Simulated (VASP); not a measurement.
# PbO (P4/nmm) in VASP: notebook

The runs below take PbO through single point, with PBE+D3(BJ).

Program: VASP 6.6.1. These are calculated values, not measurements. Logs are shortened: lines on timing, memory, paths and dates and some standing lists are left out, and cuts for length are marked.

### Step 1. The cell of the first run

The structure is tetragonal, space group P4/nmm (No. 129). The conventional cell has a = 4.029 Å, b = 4.029 Å, c = 4.887 Å, α = 90.00°, β = 90.00°, γ = 90.00°. Within 3.1 Å of Pb (site symmetry 4mm) lie 4 O at 2.32 Å. Within 3.1 Å of O (site symmetry -4m2) lie 4 Pb at 2.32 Å and 4 O at 2.85 Å.

### Step 2. Single point, PBE+D3(BJ)

File INCAR:

```
SYSTEM = PbO
PREC     = Accurate       ! precision mode
ENCUT    = 520            ! plane-wave cutoff, eV
EDIFF    = 1E-6           ! SCF threshold, eV
ISMEAR   = 0              ! smearing method
SIGMA    = 0.05           ! smearing width, eV
LREAL    = .FALSE.        ! projectors in reciprocal space
LASPH    = .TRUE.         ! aspherical terms in the spheres
NELM     = 100            ! most SCF steps
ALGO     = Normal         ! electronic algorithm
ISIF     = 2              ! what is computed and relaxed
LWAVE    = .FALSE.        ! write WAVECAR
LCHARG   = .FALSE.        ! write CHGCAR
GGA      = PE             ! functional
IVDW     = 12             ! dispersion correction
NBANDS   = 28             ! bands
```

File KPOINTS:

```
regular mesh
0
G
  8 8 6
  0 0 0
```

File POSCAR:

```
PbO
1.0
    4.0288506019      0.0000000000      0.0000000000
    0.0000000000      4.0288506019      0.0000000000
    0.0000000000      0.0000000000      4.8871709475
Pb O
2 2
Direct
    0.0000000000      0.5000000000      0.2351000000
    0.5000000000      0.0000000000      0.7649000000
    0.0000000000      0.0000000000      0.0000000000
    0.5000000000      0.5000000000      0.0000000000
```

Potentials or basis: VASP PAW PBE potentials, release 64 (Pb_d, O).

Run with:

```bash
> cat potpaw_PBE.64/Pb_d/POTCAR potpaw_PBE.64/O/POTCAR > POTCAR
> mpirun -np 1 vasp_std > vasp.out
```

OUTCAR:

```text
SYSTEM = PbO
   PREC = Accurate
   ENCUT = 520
   EDIFF = 1E-6
   ISMEAR = 0
   LREAL = .FALSE.
   LASPH = .TRUE.
   NELM = 100
   ISIF = 2
   GGA = PE
   IVDW = 12
 IVDW          = 12

 ion  position               nearest neighbor table
   1  0.000  0.500  0.235-   3 2.32   4 2.32   3 2.32   4 2.32   2 3.66   2 3.66   2 3.66   2 3.66
                             2 3.85   2 3.85   2 3.85   2 3.85
   2  0.500  0.000  0.765-   3 2.32   4 2.32   4 2.32   3 2.32   1 3.66   1 3.66   1 3.66   1 3.66
                             1 3.85   1 3.85   1 3.85   1 3.85
   3  0.000  0.000  0.000-   1 2.32   2 2.32   1 2.32   2 2.32
   4  0.500  0.500  0.000-   1 2.32   2 2.32   2 2.32   1 2.32

  LATTYP: Found a simple tetragonal cell.
 ALAT       =     4.0288506019
 C/A-ratio  =     1.2130434783

  Lattice vectors:

 A1 = (   4.0288506019,   0.0000000000,   0.0000000000)
 A2 = (   0.0000000000,   4.0288506019,   0.0000000000)
 A3 = (   0.0000000000,   0.0000000000,   4.8871709475)

Analysis of symmetry for initial positions (statically):
=====================================================================
 Subroutine PRICEL returns:
 Original cell was already a primitive cell.

 Routine SETGRP: Setting up the symmetry group for a
 simple tetragonal supercell.

 Subroutine GETGRP returns: Found 16 space group operations
 (whereof  8 operations were pure point group operations)
 out of a pool of 16 trial point group operations.

The static configuration has the point symmetry D_2d.
 The point group associated with its full space group is D_4h.

Analysis of symmetry for dynamics (positions and initial velocities):
=====================================================================
 Subroutine PRICEL returns:
 Original cell was already a primitive cell.

 Routine SETGRP: Setting up the symmetry group for a
 simple tetragonal supercell.

 Subroutine GETGRP returns: Found 16 space group operations
 (whereof  8 operations were pure point group operations)
 out of a pool of 16 trial point group operations.

The dynamic configuration has the point symmetry D_2d.
 The point group associated with its full space group is D_4h.

 Subroutine INISYM returns: Found 16 space group operations
 (whereof  8 operations are pure point group operations),
 and found     1 'primitive' translations

----------------------------------------------------------------------------------------

                                     Primitive cell

  volume of cell :      79.3268

  direct lattice vectors                    reciprocal lattice vectors
     4.028850602  0.000000000  0.000000000     0.248209750  0.000000000  0.000000000
     0.000000000  4.028850602  0.000000000     0.000000000  0.248209750  0.000000000
[... 96 lines left out ...]
   ISYM   =      2    0-nonsym 1-usesym 2-fastsym
   POTIM  = 0.5000    time-step for ionic-motion
   TEBEG  =    0.0;   TEEND  =   0.0 temperature during run
   PSTRESS=    0.0 pullay stress
   NELECT =      40.0000    total number of electrons
   NUPDOWN=      -1.0000    fix difference up-down
   EMIN   =  10.00;   EMAX   =-10.00  energy-range for DOS
   EFERMI =   0.00;   METHOD = LEGACY
   ISMEAR =     0;   SIGMA  =   0.05  broadening in eV -4-tet -1-fermi 0-gaus
   EFERMI_NEDOS =   21; number of points for ismear=-14 and -15
   IALGO  =     38    algorithm
   IMIX   =      4    mixing-type and parameters
     AMIX     =   0.40;   BMIX     =  1.00
     AMIX_MAG =   1.60;   BMIX_MAG =  1.00
  volume/ion in A,a.u.               =      19.83       133.83
  Fermi-wavevector in a.u.,A,eV,Ry     =   1.303031  2.462372 23.101207  1.697891
  Thomas-Fermi vector in A             =   2.434060
   LORBIT       =      0    0 simple, 1 ext, 2 COOP (PROOUT), +10 PAW based schemes
   GGA     = PE    functional components
   LHFCALC =     F    Hartree Fock is set to
   AEXX    =    0.0000 exact exchange contribution
   IVDW    =    12    specifies the selected vdW correction
   LEPSILON=     F    determine dielectric tensor
   LRPA    =     F    only Hartree local field effects (RPA)
 non-spin polarized calculation
 Gauss-broadening in eV      SIGMA  =   0.05
  energy-cutoff  :      520.00
  volume of cell :       79.33
 maximum number of plane-waves:      2162
 NGX is ok and might be reduce to    30
   NGX = 15   NGY = 15   NGZ = 19

 number of electron      40.0000005 magnetization

 Free energy of the ion-electron system (eV)
  ---------------------------------------------------
  ext. energy  EPLUGINS =         0.00000000
  ---------------------------------------------------
  free energy    TOTEN  =       -21.41357304 eV

  energy without entropy =      -21.41357304  energy(sigma->0) =      -21.41357304

 E-fermi :   5.3226     XC(G=0):  -9.8480

 val. band max:        5.0703639163   @ k =   0.1250   0.1250   0.0000
 cond. band min:       6.4167051330   @ k =   0.5000   0.5000   0.0000
 fundamental gap:      1.3463412167
 Fermi energy:         5.3226344027

 k-point     1 :       0.0000    0.0000    0.0000
  band No.  band energies     occupation
      1     -13.2239      2.00000
      2     -12.7547      2.00000
      3     -10.8748      2.00000
      4     -10.8748      2.00000
      5     -10.8190      2.00000
      6     -10.7627      2.00000
[... 733 lines left out ...]
     27      14.5882      0.00000
     28      14.5882      0.00000

 [... further k-points ...]

------------------------ aborting loop because EDIFF is reached ----------------------------------------

 Edisp (eV)   -0.95649

 E8    (eV) :    -0.4384

  FORCE on cell =-STRESS in cart. coord.  units (eV):
  Direction    XX          YY          ZZ          XY          YZ          ZX
  --------------------------------------------------------------------------------------
  -------------------------------------------------------------------------------------
  Total       1.17152     1.17152     1.44937     0.00000     0.00000     0.00000
  in kB      23.66131    23.66131    29.27311     0.00000     0.00000     0.00000
  external pressure =       25.53 kB  Pullay stress =        0.00 kB

 VOLUME and BASIS-vectors are now :
 -----------------------------------------------------------------------------
  energy-cutoff  :      520.00
  volume of cell :       79.33
      direct lattice vectors                 reciprocal lattice vectors
     4.028850602  0.000000000  0.000000000     0.248209750  0.000000000  0.000000000
     0.000000000  4.028850602  0.000000000     0.000000000  0.248209750  0.000000000
     0.000000000  0.000000000  4.887170947     0.000000000  0.000000000  0.204617356

 POSITION                                       TOTAL-FORCE (eV/Angst)
 -----------------------------------------------------------------------------------
      0.00000      2.01443      1.14897         0.000000      0.000000      0.627912
      2.01443      0.00000      3.73820         0.000000      0.000000     -0.627912
      0.00000      0.00000      0.00000         0.000000     -0.000000      0.000000
      2.01443      2.01443      0.00000         0.000000      0.000000      0.000000
 -----------------------------------------------------------------------------------
    total drift:                                0.000000      0.000000     -0.000000

  FREE ENERGIE OF THE ION-ELECTRON SYSTEM (eV)
  ---------------------------------------------------
  free  energy   TOTEN  =       -22.3700634633 eV

  energy  without entropy=      -22.3700634633  energy(sigma->0) =      -22.37006346
```

OSZICAR:

```text
N       E                     dE             d eps       ncg     rms          rms(c)
DAV:   1     0.466051787045E+03    0.46605E+03   -0.19755E+04  3360   0.171E+03
DAV:   2     0.363993448779E+02   -0.42965E+03   -0.41146E+03  3432   0.453E+02
DAV:   3    -0.232092117580E+02   -0.59609E+02   -0.58215E+02  4212   0.182E+02
DAV:   4    -0.259331766168E+02   -0.27240E+01   -0.27125E+01  3920   0.406E+01
DAV:   5    -0.260171478776E+02   -0.83971E-01   -0.83963E-01  3852   0.769E+00    0.123E+01
DAV:   6    -0.215980516399E+02    0.44191E+01   -0.24340E+01  4920   0.393E+01    0.534E+00
DAV:   7    -0.214412042306E+02    0.15685E+00   -0.28209E+00  4112   0.119E+01    0.247E+00
DAV:   8    -0.214230594440E+02    0.18145E-01   -0.49898E-01  3724   0.471E+00    0.811E-01
DAV:   9    -0.214123452601E+02    0.10714E-01   -0.61358E-02  5428   0.201E+00    0.246E-01
DAV:  10    -0.214138618340E+02   -0.15166E-02   -0.11370E-02  3916   0.752E-01    0.992E-02
DAV:  11    -0.214136034486E+02    0.25839E-03   -0.22151E-03  5548   0.382E-01    0.567E-02
DAV:  12    -0.214135815597E+02    0.21889E-04   -0.23218E-04  4664   0.135E-01    0.299E-02
DAV:  13    -0.214135749902E+02    0.65694E-05   -0.77261E-05  4120   0.632E-02    0.902E-03
DAV:  14    -0.214135731578E+02    0.18324E-05   -0.70307E-06  4172   0.317E-02    0.101E-03
DAV:  15    -0.214135730410E+02    0.11685E-06   -0.65433E-07  1800   0.664E-03
   1 F= -.22370063E+02 E0= -.22370063E+02  d E =-.366651E-14
```

stdout:

```text
POSCAR found type information on POSCAR PbO
 POSCAR found :  2 types and       4 ions
 scaLAPACK will be used
 LDA part: xc-table for (Slater+PW92), standard interpolation
 POSCAR, INCAR and KPOINTS ok, starting setup
 FFT: planning ... GRIDC
 FFT: planning ... GRID_SOFT
 FFT: planning ... GRID
 WAVECAR not read
 entering main loop
```

Wall time 2.5 min (1 thread of Intel Xeon 8259CL, shared host); peak memory 0.26 GiB.

Results:

| Property | Result |
| --- | --- |
| Free energy | -22.3701 eV |
| Pressure | 2.6 GPa |
| Largest force | 0.628 eV/Å |
| Band gap on the k mesh | 1.35 eV (least direct gap 2.27 eV) |
| Dispersion energy per atom | -0.239 eV |

Forces on the atoms (eV/Å):
```
Pb   0.000  0.000  0.628
Pb   0.000  0.000 -0.628
O    0.000  0.000  0.000
O    0.000  0.000  0.000
```

Stress tensor (GPa, compression positive):
```
2.37 0.00 0.00
0.00 2.37 0.00
0.00 0.00 2.93
```

Caveat: spin-orbit coupling is left out, which moves the levels of the heavy elements. A k mesh can miss the band edges.

[end of part 1 of 2]
